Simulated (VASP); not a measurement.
# TiO2 (Brookite) (Pbca) in VASP: single point with PBE

Aim: the single point of TiO2 (Brookite) with PBE.

All numbers are computed with VASP 6.6.1; they aren't measurements. Logs are shortened: lines on timing, memory, paths and dates and some standing lists are left out, and cuts for length are marked.

**1. The cell of the first run**

Symmetry: Pbca, No. 61, orthorhombic system. The conventional cell has a = 5.157 Å, b = 9.191 Å, c = 5.463 Å, α = 90.00°, β = 90.00°, γ = 90.00°. Ti (site symmetry 1) has 6 O at 1.86 to 2.07 Å within 2.5 Å. O (site symmetry 1) has 3 Ti at 1.86 to 2.02 Å within 2.5 Å. O (site symmetry 1) has 3 Ti at 1.92 to 2.07 Å within 2.5 Å.

**2. Single point, PBE**

INCAR

```
SYSTEM = TiO2
PREC = Accurate
ENCUT = 520
EDIFF = 1E-7
ISMEAR = -1
SIGMA = 0.02
LREAL = Auto
LASPH = .True.
NELM = 100
ALGO = Normal
ISIF = 2
LWAVE = .False.
LCHARG = .False.
GGA = PE
NBANDS = 114
```

KPOINTS

```
regular mesh
0
Gamma
  4 3 4
  0 0 0
```

POSCAR

```
TiO2
1.0
    5.1570000000      0.0000000000      0.0000000000
    0.0000000000      9.1910000000      0.0000000000
    0.0000000000      0.0000000000      5.4630000000
Ti O
8 16
Direct
    0.1388841587      0.1289667645      0.9054172379
    0.6388841587      0.3710332355      0.0945827621
    0.8611158413      0.6289667645      0.5945827621
    0.3611158413      0.8710332355      0.4054172379
    0.8611158413      0.8710332355      0.0945827621
    0.3611158413      0.6289667645      0.9054172379
    0.1388841587      0.3710332355      0.4054172379
    0.6388841587      0.1289667645      0.5945827621
    0.8161176901      0.0096700113      0.8509726598
    0.3161176901      0.4903299887      0.1490273402
    0.1838823099      0.5096700113      0.6490273402
    0.6838823099      0.9903299887      0.3509726598
    0.1838823099      0.9903299887      0.1490273402
    0.6838823099      0.5096700113      0.8509726598
    0.8161176901      0.4903299887      0.3509726598
    0.3161176901      0.0096700113      0.6490273402
    0.4642817632      0.2299264137      0.8915039928
    0.9642817632      0.2700735863      0.1084960072
    0.5357182368      0.7299264137      0.6084960072
    0.0357182368      0.7700735863      0.3915039928
    0.5357182368      0.7700735863      0.1084960072
    0.0357182368      0.7299264137      0.8915039928
    0.4642817632      0.2700735863      0.3915039928
    0.9642817632      0.2299264137      0.6084960072
```

Potentials or basis: VASP PAW PBE potentials, release 64 (Ti_sv, O).

Run with:

```bash
> cat potpaw_PBE.64/Ti_sv/POTCAR potpaw_PBE.64/O/POTCAR > POTCAR
> mpirun -np 1 vasp_std > vasp.out
```

OUTCAR:

```text
SYSTEM = TiO2
   PREC = Accurate
   ENCUT = 520
   EDIFF = 1E-7
   ISMEAR = -1
   LREAL = Auto
   LASPH = .True.
   NELM = 100
   ISIF = 2
   GGA = PE

 ion  position               nearest neighbor table
   1  0.139  0.129  0.905-  13 1.86  17 1.92  18 1.93  16 2.00   9 2.02  24 2.07
   2  0.639  0.371  0.095-  14 1.86  18 1.92  17 1.93  15 2.00  10 2.02  23 2.07
   3  0.861  0.629  0.595-  15 1.86  19 1.92  20 1.93  14 2.00  11 2.02  22 2.07
   4  0.361  0.871  0.405-  16 1.86  20 1.92  19 1.93  13 2.00  12 2.02  21 2.07
   5  0.861  0.871  0.095-   9 1.86  21 1.92  22 1.93  12 2.00  13 2.02  20 2.07
   6  0.361  0.629  0.905-  10 1.86  22 1.92  21 1.93  11 2.00  14 2.02  19 2.07
   7  0.139  0.371  0.405-  11 1.86  23 1.92  24 1.93  10 2.00  15 2.02  18 2.07
   8  0.639  0.129  0.595-  12 1.86  24 1.92  23 1.93   9 2.00  16 2.02  17 2.07
   9  0.816  0.010  0.851-   5 1.86   8 2.00   1 2.02
  10  0.316  0.490  0.149-   6 1.86   7 2.00   2 2.02
  11  0.184  0.510  0.649-   7 1.86   6 2.00   3 2.02
  12  0.684  0.990  0.351-   8 1.86   5 2.00   4 2.02
  13  0.184  0.990  0.149-   1 1.86   4 2.00   5 2.02
  14  0.684  0.510  0.851-   2 1.86   3 2.00   6 2.02
[... 8 lines left out ...]
  23  0.464  0.270  0.392-   7 1.92   8 1.93   2 2.07
  24  0.964  0.230  0.608-   8 1.92   7 1.93   1 2.07

  LATTYP: Found a simple orthorhombic cell.
 ALAT       =     5.1570000000
 B/A-ratio  =     1.0593368237
 C/A-ratio  =     1.7822377351

  Lattice vectors:

 A1 = (  -5.1570000000,   0.0000000000,   0.0000000000)
 A2 = (   0.0000000000,   0.0000000000,   5.4630000000)
 A3 = (   0.0000000000,   9.1910000000,   0.0000000000)

Analysis of symmetry for initial positions (statically):
=====================================================================
 Subroutine PRICEL returns:
 Original cell was already a primitive cell.

 Routine SETGRP: Setting up the symmetry group for a
 simple orthorhombic supercell.

 Subroutine GETGRP returns: Found  8 space group operations
 (whereof  2 operations were pure point group operations)
 out of a pool of  8 trial point group operations.

The static configuration has the point symmetry S_2 .
 The point group associated with its full space group is D_2h.

Analysis of symmetry for dynamics (positions and initial velocities):
=====================================================================
 Subroutine PRICEL returns:
 Original cell was already a primitive cell.

 Routine SETGRP: Setting up the symmetry group for a
 simple orthorhombic supercell.

 Subroutine GETGRP returns: Found  8 space group operations
 (whereof  2 operations were pure point group operations)
 out of a pool of  8 trial point group operations.

The dynamic configuration has the point symmetry S_2 .
 The point group associated with its full space group is D_2h.

 Subroutine INISYM returns: Found  8 space group operations
 (whereof  2 operations are pure point group operations),
 and found     1 'primitive' translations

----------------------------------------------------------------------------------------

                                     Primitive cell

  volume of cell :     258.9352

  direct lattice vectors                    reciprocal lattice vectors
     5.157000000  0.000000000  0.000000000     0.193911189  0.000000000  0.000000000
     0.000000000  9.191000000  0.000000000     0.000000000  0.108802089  0.000000000
     0.000000000  0.000000000  5.463000000     0.000000000  0.000000000  0.183049606

  length of vectors
     5.157000000  9.191000000  5.463000000     0.193911189  0.108802089  0.183049606

  position of ions in fractional coordinates (direct lattice)
     0.138884159  0.128966764  0.905417238
     0.638884159  0.371033236  0.094582762
     0.861115841  0.628966764  0.594582762
     0.361115841  0.871033236  0.405417238
     0.861115841  0.871033236  0.094582762
     0.361115841  0.628966764  0.905417238
[... 16 lines left out ...]
     0.464281763  0.270073586  0.391503993
     0.964281763  0.229926414  0.608496007

  ion indices of the primitive-cell ions
   primitive index   ion index
                 1           1
                 2           2
                 3           3
                 4           4
                 5           5
                 6           6
[... 16 lines left out ...]
                23          23
                24          24

----------------------------------------------------------------------------------------

 KPOINTS: regular mesh

Automatic generation of k-mesh.
 Grid dimensions read from file:
 generate k-points for:    4    3    4

 Generating k-lattice:

  Cartesian coordinates                     Fractional coordinates (reciprocal lattice)
     0.048477797  0.000000000  0.000000000     0.250000000  0.000000000  0.000000000
     0.000000000  0.036267363  0.000000000     0.000000000  0.333333333  0.000000000
     0.000000000  0.000000000  0.045762402     0.000000000  0.000000000  0.250000000

  Length of vectors
     0.048477797  0.036267363  0.045762402

  Shift w.r.t. Gamma in fractional coordinates (k-lattice)
     0.000000000  0.000000000  0.000000000

 Subroutine IBZKPT returns following result:
 ===========================================

 Found     18 irreducible k-points:

 Following reciprocal coordinates:
            Coordinates               Weight
  0.000000  0.000000  0.000000      1.000000
  0.250000  0.000000  0.000000      2.000000
  0.500000  0.000000  0.000000      1.000000
  0.000000  0.333333  0.000000      2.000000
  0.250000  0.333333  0.000000      4.000000
  0.500000  0.333333  0.000000      2.000000
[... 10 lines left out ...]
  0.250000  0.333333  0.500000      4.000000
  0.500000  0.333333  0.500000      2.000000
   k-points           NKPTS =     18   k-points in BZ     NKDIM =     18   number of bands    NBANDS=    114
   number of dos      NEDOS =    301   number of ions     NIONS =     24
   total plane-waves  NPLWV = 117600
   dimension x,y,z NGX =    40 NGY =   70 NGZ =   42
   dimension x,y,z NGXF=    80 NGYF=  140 NGZF=   84
   ions per type =               8  16
   NGX,Y,Z   is equivalent  to a cutoff of  12.89, 12.66, 12.78 a.u.
   NGXF,Y,Z  is equivalent  to a cutoff of  25.79, 25.32, 25.56 a.u.
 SYSTEM =  TiO2
   PREC   = accura    normal or accurate (medium, high low for compatibility)
   ISTART =      0    job   : 0-new  1-cont  2-samecut
   ICHARG =      2    charge: 1-file 2-atom 10-const
   ISPIN  =      1    spin polarized calculation?
   LNONCOLLINEAR =      F non collinear calculations
   LSORBIT =      F    spin-orbit coupling
   LASPH  =      T    aspherical Exc in radial PAW
   ENCUT  =  520.0 eV  38.22 Ry    6.18 a.u.   9.59 17.09 10.16*2*pi/ulx,y,z
   NELM   =    100;   NELMIN=  2; NELMDL= -5     # of ELM steps
   EDIFF  = 0.1E-06   stopping-criterion for ELM
   LREAL  =      T    real-space projection
   EDIFFG = 0.1E-05   stopping-criterion for IOM
   NSW    =      0    number of steps for IOM
   IBRION =     -1    ionic relax: 0-MD 1-quasi-New 2-CG
   NFREE  =      0    steps in history (QN), initial steepest desc. (CG)
   ISIF   =      2    stress and relaxation
   ISYM   =      2    0-nonsym 1-usesym 2-fastsym
   POTIM  = 0.5000    time-step for ionic-motion
   TEBEG  =    0.0;   TEEND  =   0.0 temperature during run
   PSTRESS=    0.0 pullay stress
   NELECT =     192.0000    total number of electrons
   NUPDOWN=      -1.0000    fix difference up-down
   EMIN   =  10.00;   EMAX   =-10.00  energy-range for DOS
   EFERMI =   0.00;   METHOD = LEGACY
   ISMEAR =    -1;   SIGMA  =   0.02  broadening in eV -4-tet -1-fermi 0-gaus
   EFERMI_NEDOS =   21; number of points for ismear=-14 and -15
   IALGO  =     38    algorithm
   IMIX   =      4    mixing-type and parameters
     AMIX     =   0.40;   BMIX     =  1.00
     AMIX_MAG =   1.60;   BMIX_MAG =  1.00
  volume/ion in A,a.u.               =      10.79        72.81
  Fermi-wavevector in a.u.,A,eV,Ry     =   1.481761  2.800123 29.873171  2.195616
  Thomas-Fermi vector in A             =   2.595631
   LORBIT       =      0    0 simple, 1 ext, 2 COOP (PROOUT), +10 PAW based schemes
   GGA     = PE    functional components
   LHFCALC =     F    Hartree Fock is set to
   AEXX    =    0.0000 exact exchange contribution
   IVDW    =     0    specifies the selected vdW correction
   LEPSILON=     F    determine dielectric tensor
   LRPA    =     F    only Hartree local field effects (RPA)
 non-spin polarized calculation
  energy-cutoff  :      520.00
  volume of cell :      258.94
 maximum number of plane-waves:      7004
 NGX is ok and might be reduce to    40
   NGX = 19   NGY = 35   NGZ = 21

 number of electron     191.9999974 magnetization

 Free energy of the ion-electron system (eV)
  ---------------------------------------------------
  ext. energy  EPLUGINS =         0.00000000
  ---------------------------------------------------
  free energy    TOTEN  =      -215.04685268 eV

  energy without entropy =     -215.04685268  energy(sigma->0) =     -215.04685268

 E-fermi :   4.5955     XC(G=0): -11.1508

 val. band max:        4.0627934003   @ k =   0.0000   0.0000   0.0000
 cond. band min:       6.4077343434   @ k =   0.0000   0.0000   0.0000
 fundamental gap:      2.3449409431
 Fermi energy:         4.5955130533

 k-point     1 :       0.0000    0.0000    0.0000
  band No.  band energies     occupation
      1     -52.4200      2.00000
      2     -52.4106      2.00000
      3     -52.3971      2.00000
      4     -52.3892      2.00000
      5     -52.3890      2.00000
      6     -52.3876      2.00000
[... 100 lines left out ...]
    107       7.3464      0.00000
    108       7.4341      0.00000

 k-point     2 :       0.2500    0.0000    0.0000
  band No.  band energies     occupation
      1     -52.4155      2.00000
      2     -52.4074      2.00000
      3     -52.3936      2.00000
      4     -52.3932      2.00000
      5     -52.3924      2.00000
      6     -52.3851      2.00000
[... 1768 lines left out ...]
 k-point    18 :       0.5000    0.3333    0.5000
  band No.  band energies     occupation
      1     -52.4022      2.00000
      2     -52.4022      2.00000
      3     -52.4022      2.00000
      4     -52.4022      2.00000
      5     -52.3815      2.00000
      6     -52.3815      2.00000
[... 100 lines left out ...]
    107       7.4101      0.00000
    108       7.4101      0.00000
 [bands above 108 left out]

------------------------ aborting loop because EDIFF is reached ----------------------------------------

  FORCE on cell =-STRESS in cart. coord.  units (eV):
  Direction    XX          YY          ZZ          XY          YZ          ZX
  --------------------------------------------------------------------------------------
  -------------------------------------------------------------------------------------
  Total        5.9849123      7.0050890      6.8935436      0.0000000      0.0000000      0.0000000
  in kB       37.0320091     43.3444144     42.6542205      0.0000000      0.0000000      0.0000000
  external PRESSURE =      41.0102147 kB  Pullay stress =       0.0000000 kB

 VOLUME and BASIS-vectors are now :
 -----------------------------------------------------------------------------
  energy-cutoff  :      520.00
  volume of cell :      258.94
      direct lattice vectors                 reciprocal lattice vectors
     5.157000000  0.000000000  0.000000000     0.193911189  0.000000000  0.000000000
     0.000000000  9.191000000  0.000000000     0.000000000  0.108802089  0.000000000
     0.000000000  0.000000000  5.463000000     0.000000000  0.000000000  0.183049606

 POSITION                                       TOTAL-FORCE (eV/Angst)
 -----------------------------------------------------------------------------------
      0.71623      1.18533      4.94629         0.002219      0.030949     -0.031255
      3.29473      3.41017      0.51671         0.002219     -0.030949      0.031255
      4.44077      5.78083      3.24821        -0.002219      0.030949      0.031255
      1.86227      8.00567      2.21479        -0.002219     -0.030949     -0.031255
      4.44077      8.00567      0.51671        -0.002219     -0.030949      0.031255
      1.86227      5.78083      4.94629        -0.002219      0.030949     -0.031255
[... 16 lines left out ...]
      2.39430      2.48225      2.13879         0.010735      0.000012     -0.006870
      4.97280      2.11325      3.32421         0.010735     -0.000012      0.006870
 -----------------------------------------------------------------------------------
    total drift:                                0.000000      0.000000      0.000000

  FREE ENERGIE OF THE ION-ELECTRON SYSTEM (eV)
  ---------------------------------------------------
  free  energy   TOTEN  =      -215.0468526841 eV

  energy  without entropy=     -215.0468526841  energy(sigma->0) =     -215.04685268
```

It took 18 min on 1 thread of Intel Xeon Platinum 8259CL at 2.50GHz (Skylake/Cascade Lake), shared host; peak memory 0.53 GiB.

Results:

```yaml
Free_energy: -215.0469 eV
Pressure: 4.1 GPa
Largest_force: 0.046 eV/Å
Band_gap_on_the_k_mesh: 2.34 eV, direct
```

Forces on the atoms (eV/Å):
```
Ti   0.002  0.031 -0.031
Ti   0.002 -0.031  0.031
Ti  -0.002  0.031  0.031
Ti  -0.002 -0.031 -0.031
Ti  -0.002 -0.031  0.031
Ti  -0.002  0.031 -0.031
Ti   0.002 -0.031 -0.031
Ti   0.002  0.031  0.031
O   -0.026  0.017 -0.034
O   -0.026 -0.017  0.034
O    0.026  0.017  0.034
O    0.026 -0.017 -0.034
O    0.026 -0.017  0.034
O    0.026  0.017 -0.034
O   -0.026 -0.017 -0.034
O   -0.026  0.017  0.034
O    0.011  0.000 -0.007
O    0.011  0.000  0.007
O   -0.011  0.000  0.007
O   -0.011  0.000 -0.007
O   -0.011  0.000  0.007
O   -0.011  0.000 -0.007
O    0.011  0.000 -0.007
O    0.011  0.000  0.007
```

Stress tensor (GPa, compression positive):
```
3.70 0.00 0.00
0.00 4.33 0.00
0.00 0.00 4.27
```

A k mesh can miss the band edges. Expect the measured gap to be larger: semilocal functionals such as PBE lack the derivative discontinuity.
